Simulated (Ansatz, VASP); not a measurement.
Sb: VASP beside Ansatz

```
CELL_PARAMETERS angstrom
0.00000 3.49219 3.49219
3.49219 0.00000 3.49219
3.49219 3.49219 0.00000
ATOMIC_POSITIONS crystal
Sb 0.87500 0.87500 0.87500
Sb 0.12500 0.12500 0.12500
```

Alike in both runs: functional PBE; k mesh 11 × 11 × 11; occupations fermi-dirac, width 0.05 eV; no spin polarisation.

Ansatz relaxed the structure, and its values are those at the end. VASP's run is a single point on that final structure, the one shown.

|  | VASP | Ansatz |
| --- | --- | --- |
| version | VASP 6.6.1 | Ansatz 0.2.0 |
| potentials or method | VASP PAW PBE potentials, release 64 (Sb) | PAW with Ansatz's default frozen-core files, scalar-relativistic |
| plane-wave cutoff (eV) | 520 | 420 |
| valence electrons in the cell | 10 | 30 |

```tsv
	VASP	Ansatz	Ansatz less VASP
pressure (GPa)	0.0	0.0	-0.01
```

With one functional, cell and mesh, what is left measures potentials, basis and numerics. VASP's potentials hold 10 valence electrons a cell and Ansatz's 30, so a difference there can come from the potentials and not from the codes.

Neither program's run includes spin-orbit coupling.
